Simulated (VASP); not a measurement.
# H19NO8 in VASP: a series of runs, part 3 of 3

VASP 6.6.1. The steps go on from the part before.

## 5. Single point, PBE+D3(BJ)

Contents of INCAR:

```
SYSTEM = H19NO8
PREC = Accurate
ENCUT = 520
EDIFF = 1E-6
ISMEAR = -1
SIGMA = 0.05
LREAL = .False.
LASPH = .True.
NELM = 120
ALGO = Normal
ISIF = 2
LWAVE = .False.
LCHARG = .True.
GGA = PE
IVDW = 12
LELF = .True.
LVHAR = .True.
NBANDS = 56
GGA_COMPAT = .False.
```

Contents of KPOINTS:

```
Automatic mesh
0
Gamma
  1 1 1
  0 0 0
```

Contents of POSCAR:

```
H19NO8
1.0
    6.7452640000      0.0000000000      0.0000000000
    0.0000000000      6.7452640000      0.0000000000
    0.0000000000      0.0000000000      6.7452640000
O H N
8 19 1
Direct
    0.6470317544      0.9744170132      0.7098758477
    0.5097650737      0.5677761463      0.6671643986
    0.9019810047      0.8531319160      0.2591151362
    0.2270185422      0.0698415955      0.4721831495
    0.3309136603      0.1874796895      0.1410767614
    0.6394857192      0.3975233586      0.2869124174
    0.0204884494      0.4283005083      0.3920528537
    0.1729954528      0.8750435861     -0.0753417509
    0.7390815245      1.0699803596      0.7823859822
    0.7150646735      0.9500147066      0.5772791102
    0.4732950408      0.4976380465      0.7912662870
    0.5619498362      0.7071035322      0.6927082469
    0.9720153281      0.8565268906      0.1278971438
    0.7885680976      0.7503486891      0.2244241293
    0.2592930388      0.0248618883      0.6145200544
    0.1264294474     -0.0336087661      0.4296199526
    0.4457794387      0.2056109294      0.0610205916
    0.3548415599      0.1437156500      0.2750670693
    0.5617571084      0.4403089338      0.4026084079
    0.7748695974      0.3952847509      0.3305726803
    0.1002925905      0.5389855757      0.4325256951
    0.1132350046      0.3281709952      0.3406241772
    0.2266034361      0.9814589911      0.0155813027
    0.2791440039      0.7818967501     -0.0702715268
    0.8240151905      0.3793476430      0.8350155012
    1.0119099860      0.2464544012      0.9174437057
    0.9614745991      0.2765199405      0.6786094658
    0.9045754177      0.2504720349      0.8154906909
```

Potentials or basis: VASP PAW PBE potentials, release 64 (O, H, N).

Run with:

```console
$ cat potpaw_PBE.64/O/POTCAR potpaw_PBE.64/H/POTCAR potpaw_PBE.64/N/POTCAR > POTCAR
$ mpirun -np 1 vasp_gam > vasp.out
```

OUTCAR:

```text
SYSTEM = H19NO8
   PREC = Accurate
   ENCUT = 520
   EDIFF = 1E-6
   ISMEAR = -1
   LREAL = .False.
   LASPH = .True.
   NELM = 120
   ISIF = 2
   GGA = PE
   IVDW = 12
 IVDW          = 12

 ion  position               nearest neighbor table
   1  0.647  0.974  0.710-  10 1.02   9 1.02
   2  0.510  0.568  0.667-  11 0.99  12 1.02
   3  0.902  0.853  0.259-  13 1.00  14 1.06
   4  0.227  0.070  0.472-  16 1.01  15 1.03
   5  0.331  0.187  0.141-  17 0.95  18 0.96
   6  0.639  0.398  0.287-  20 0.96  19 0.98
   7  0.020  0.428  0.392-  21 0.96  22 0.98
   8  0.173  0.875  0.925-  24 0.95  23 1.01
   9  0.739  0.070  0.782-   1 1.02
  10  0.715  0.950  0.577-   1 1.02
  11  0.473  0.498  0.791-   2 0.99
  12  0.562  0.707  0.693-   2 1.02
  13  0.972  0.857  0.128-   3 1.00
  14  0.789  0.750  0.224-   3 1.06
[... 11 lines left out ...]
  26  0.012  0.246  0.917-  28 1.00
  27  0.961  0.277  0.679-  28 1.02
  28  0.905  0.250  0.815-  26 1.00  27 1.02  25 1.03

  LATTYP: Found a simple cubic cell.
 ALAT       =     6.7452640000

  Lattice vectors:

 A1 = (   6.7452640000,   0.0000000000,   0.0000000000)
 A2 = (   0.0000000000,   6.7452640000,   0.0000000000)
 A3 = (   0.0000000000,   0.0000000000,   6.7452640000)

Analysis of symmetry for initial positions (statically):
=====================================================================
 Subroutine PRICEL returns:
 Original cell was already a primitive cell.

 Routine SETGRP: Setting up the symmetry group for a
 simple cubic supercell.

 Subroutine GETGRP returns: Found  1 space group operations
 (whereof  1 operations were pure point group operations)
 out of a pool of 48 trial point group operations.

The static configuration has the point symmetry C_1 .

Analysis of symmetry for dynamics (positions and initial velocities):
[... 161 lines left out ...]
  Fermi-wavevector in a.u.,A,eV,Ry     =   1.009687  1.908032 13.870699  1.019468
  Thomas-Fermi vector in A             =   2.142630
   LORBIT       =      0    0 simple, 1 ext, 2 COOP (PROOUT), +10 PAW based schemes
   GGA     = PE    functional components
   LHFCALC =     F    Hartree Fock is set to
   AEXX    =    0.0000 exact exchange contribution
   IVDW    =    12    specifies the selected vdW correction
   LEPSILON=     F    determine dielectric tensor
   LRPA    =     F    only Hartree local field effects (RPA)
 non-spin polarized calculation
  energy-cutoff  :      520.00
  volume of cell :      306.90
 maximum number of plane-waves:      4145
 NGX is ok and might be reduce to    50
   NGX = 25   NGY = 25   NGZ = 25

 number of electron      71.9999990 magnetization

 Free energy of the ion-electron system (eV)
  ---------------------------------------------------
  ext. energy  EPLUGINS =         0.00000000
  ---------------------------------------------------
  free energy    TOTEN  =      -135.57016058 eV

  energy without entropy =     -135.57016058  energy(sigma->0) =     -135.57016058

 E-fermi :  -2.3203     XC(G=0):  -6.4469

 val. band max:       -3.6041427141   @ k =   0.0000   0.0000   0.0000
 cond. band min:       0.3682412498   @ k =   0.0000   0.0000   0.0000
 fundamental gap:      3.9723839639
 Fermi energy:        -2.3202675818

 k-point     1 :       0.0000    0.0000    0.0000
  band No.  band energies     occupation
      1     -22.8944      2.00000
      2     -22.5520      2.00000
      3     -22.4254      2.00000
      4     -22.1701      2.00000
      5     -22.1141      2.00000
      6     -21.7477      2.00000
[... 40 lines left out ...]
     47       5.9907      0.00000
     48       6.0804      0.00000
 [bands above 48 left out]

------------------------ aborting loop because EDIFF is reached ----------------------------------------

 Edisp (eV)   -0.85625

 E8    (eV) :    -0.1735

  FORCE on cell =-STRESS in cart. coord.  units (eV):
  Direction    XX          YY          ZZ          XY          YZ          ZX
  --------------------------------------------------------------------------------------
  -------------------------------------------------------------------------------------
  Total       0.58428    -3.46464    -4.73774    -2.73849    -0.67991     0.83647
  in kB       3.05026   -18.08720   -24.73344   -14.29633    -3.54946     4.36681
  external pressure =      -13.26 kB  Pullay stress =        0.00 kB

 VOLUME and BASIS-vectors are now :
 -----------------------------------------------------------------------------
  energy-cutoff  :      520.00
  volume of cell :      306.90
      direct lattice vectors                 reciprocal lattice vectors
     6.745264000  0.000000000  0.000000000     0.148252166  0.000000000  0.000000000
     0.000000000  6.745264000  0.000000000     0.000000000  0.148252166  0.000000000
     0.000000000  0.000000000  6.745264000     0.000000000  0.000000000  0.148252166

 POSITION                                       TOTAL-FORCE (eV/Angst)
 -----------------------------------------------------------------------------------
      4.36440      6.57270      4.78830         0.277609     -0.995763     -1.580486
      3.43850      3.82980      4.50020        -0.062217      0.375995      0.446102
      6.08410      5.75460      1.74780        -1.829372     -1.841627     -1.432640
      1.53130      0.47110      3.18500        -0.654092     -2.100433      2.087322
      2.23210      1.26460      0.95160        -1.936437     -0.028827     -1.693196
      4.31350      2.68140      1.93530        -1.320984      0.273666     -0.425864
[... 20 lines left out ...]
      6.48540      1.86520      4.57740         0.549250     -0.258349     -0.367703
      6.10160      1.68950      5.50070        -1.439658      0.864735     -0.371298
 -----------------------------------------------------------------------------------
    total drift:                                0.003656     -0.001242     -0.000286

  FREE ENERGIE OF THE ION-ELECTRON SYSTEM (eV)
  ---------------------------------------------------
  free  energy   TOTEN  =      -136.4264078579 eV

  energy  without entropy=     -136.4264078579  energy(sigma->0) =     -136.42640786
```

OSZICAR:

```text
N       E                     dE             d eps       ncg     rms          rms(c)
DAV:   1     0.547000704767E+03    0.54700E+03   -0.39072E+04   120   0.117E+03
DAV:   2    -0.912757509572E+02   -0.63828E+03   -0.61726E+03   144   0.288E+02
DAV:   3    -0.149785487387E+03   -0.58510E+02   -0.58157E+02   136   0.938E+01
DAV:   4    -0.150607582506E+03   -0.82210E+00   -0.82087E+00   144   0.127E+01
DAV:   5    -0.150617502009E+03   -0.99195E-02   -0.99178E-02   128   0.130E+00    0.229E+01
DAV:   6    -0.136170317456E+03    0.14447E+02   -0.44761E+01   128   0.269E+01    0.897E+00
DAV:   7    -0.135798260467E+03    0.37206E+00   -0.15926E+00   136   0.534E+00    0.578E+00
DAV:   8    -0.135563800015E+03    0.23446E+00   -0.44823E-01   144   0.336E+00    0.617E-01
DAV:   9    -0.135563238745E+03    0.56127E-03   -0.40822E-02   136   0.863E-01    0.364E-01
DAV:  10    -0.135570140057E+03   -0.69013E-02   -0.11039E-02   128   0.468E-01    0.150E-01
DAV:  11    -0.135570082732E+03    0.57325E-04   -0.83071E-04   144   0.193E-01    0.611E-02
DAV:  12    -0.135570157017E+03   -0.74285E-04   -0.64823E-04   128   0.143E-01    0.282E-02
DAV:  13    -0.135570162982E+03   -0.59649E-05   -0.71665E-05   152   0.454E-02    0.143E-02
DAV:  14    -0.135570161289E+03    0.16932E-05   -0.27685E-05   128   0.267E-02    0.765E-03
DAV:  15    -0.135570160579E+03    0.70918E-06   -0.54770E-06   152   0.150E-02
   1 F= -.13642641E+03 E0= -.13642641E+03  d E =-.228400E-10
```

stdout:

```text
POSCAR found type information on POSCAR O H N
 POSCAR found :  3 types and      28 ions
 scaLAPACK will be used
 -----------------------------------------------------------------------------
|                                                                             |
|                                                                             |
|     You have a (more or less) 'large supercell' and for larger cells it     |
|     might be more efficient to use real-space projection operators.         |
|     Therefore, try LREAL= Auto in the INCAR file.                           |
|     Mind: For very accurate calculation, you might also keep the            |
|     reciprocal projection scheme (i.e. LREAL=.FALSE.).                      |
|                                                                             |
 -----------------------------------------------------------------------------

 LDA part: xc-table for (Slater+PW92), standard interpolation
 POSCAR, INCAR and KPOINTS ok, starting setup
 FFT: planning ... GRIDC
 FFT: planning ... GRID_SOFT
 FFT: planning ... GRID
 WAVECAR not read
 entering main loop
```

Wall time 32 s (1 thread of Intel Xeon Platinum 8488C (Sapphire Rapids), shared host); peak memory 0.32 GiB.

What came out:

```
Free energy                : -136.4264 eV
Pressure                   : -1.3 GPa
Largest force              : 3.033 eV/Å
Band gap on the k mesh     : 3.97 eV
Dispersion energy per atom : -0.031 eV
```

Forces on the atoms (eV/Å):
```
O    0.278 -0.996 -1.580
O   -0.062  0.376  0.446
O   -1.829 -1.842 -1.433
O   -0.654 -2.100  2.087
O   -1.936 -0.029 -1.693
O   -1.321  0.274 -0.426
O    0.106 -0.685 -0.189
O   -0.414  1.128  0.503
H    0.335 -0.062 -0.383
H   -0.724  0.606  1.594
H    0.425  0.889 -0.736
H   -0.435 -1.008  0.432
H   -0.117  0.021  0.565
H    2.092  1.695  0.978
H   -0.221  0.627 -1.818
H    0.689  0.978  0.211
H    1.109  0.183  0.267
H    0.703 -0.337  0.898
H    0.345 -0.064 -0.083
H    1.041  0.163  0.399
H    0.229  0.492  0.048
H   -0.137  0.284  0.271
H   -0.147  0.070 -0.395
H    0.665 -0.951 -0.178
H    0.174 -0.346  0.381
H    0.699  0.030  0.572
H    0.549 -0.258 -0.368
N   -1.440  0.865 -0.371
```

Levels at points of the mesh, in eV from the valence-band top:
| k point | band 34 | band 35 | band 36 | band 37 | band 38 | band 39 |
| --- | --- | --- | --- | --- | --- | --- |
| (0.00, 0.00, 0.00) | -0.28 | -0.08 | 0.00 | 3.97 | 6.66 | 7.19 |

Caveat: the k points lie up to 0.93 Å⁻¹ apart.
